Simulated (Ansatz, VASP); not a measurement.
## Two plane-wave programs on PtSe2

File INCAR:

```
PREC = Accurate
ENCUT = 520
EDIFF = 1E-6
ISMEAR = 0
SIGMA = 0.15
LREAL = F
LASPH = T
NELM = 80
ALGO = Normal
ISIF = 2
LWAVE = F
LCHARG = F
GGA = PE
IVDW = 12
NBANDS = 18
```

KPOINTS

```
regular mesh
0
Gamma
  12 12 8
```

File POSCAR:

```
PtSe2
1.0
    3.7715031150      0.0000000000      0.0000000000
   -1.8857515575      3.5111838211      0.0000000000
    0.0000000000      0.0000000000      4.8219239451
Pt Se
1 2
Direct
    0.0000000000      0.0000000000      0.0000000000
    0.3333333333      0.6666666667      0.2655211092
    0.6666666667      0.3333333333      0.7344788908
```

Input for Ansatz:

```yaml
crystal:
  lattice:
    - [3.771503115, 0.0, 0.0]
    - [-1.8857515575, 3.5111838211, 0.0]
    - [0.0, 0.0, 4.8219239451]
  atoms:
    - { symbol: Pt, position: [0.0, 0.0, 0.0] }
    - { symbol: Se, position: [0.3333333333, 0.6666666667, 0.2655211092] }
    - { symbol: Se, position: [0.6666666667, 0.3333333333, 0.7344788908] }
basis:
  ecutwfc: 420
kpoints:
  mp_grid: { grid: [12, 12, 8] }
hamiltonian:
  xc: pbe
  pseudopotentials: { kind: paw, azcp: { folder: soft_1 } }
  dispersion: d3bj
scf:
  occupations: { method: gaussian, width: 0.15 }
output:
  forces: true
  stress: true
  eigenvalues: true
```

Change from the starting cell: normal strain along x +0.0000, normal strain along y +0.0750.

Alike in both runs: task single point; functional PBE; dispersion D3(BJ); k mesh 12 × 12 × 8; occupations gaussian, width 0.15 eV; no spin polarisation.

|  | VASP | Ansatz |
| --- | --- | --- |
| version | VASP 6.6.1 | Ansatz 0.2.0 |
| potentials or method | VASP PAW PBE potentials, release 64 (Pt, Se), cutoff 520 eV | scalar-relativistic, plane waves, PAW |
| valence electrons in the cell | 22 | 50 |

```tsv
	VASP	Ansatz	Ansatz less VASP
gap on the k mesh at the Fermi level (eV)	none	none	-
pressure (GPa)	-8.2	-8.1	+0.03
traceless stress, the component that is largest in VASP (GPa)	-5.67	-5.68	-0.005
rms of the force components (eV/Å)	0.259	0.261	+0.0014
```

Atom by atom the forces differ by 0.002 eV/Å (rms over components). A gap of «none» marks a metal or a gap that the smearing closes. VASP's potentials hold 22 valence electrons a cell and Ansatz's 50, so a difference there can come from the potentials and not from the codes.

Spin-orbit coupling is off throughout.
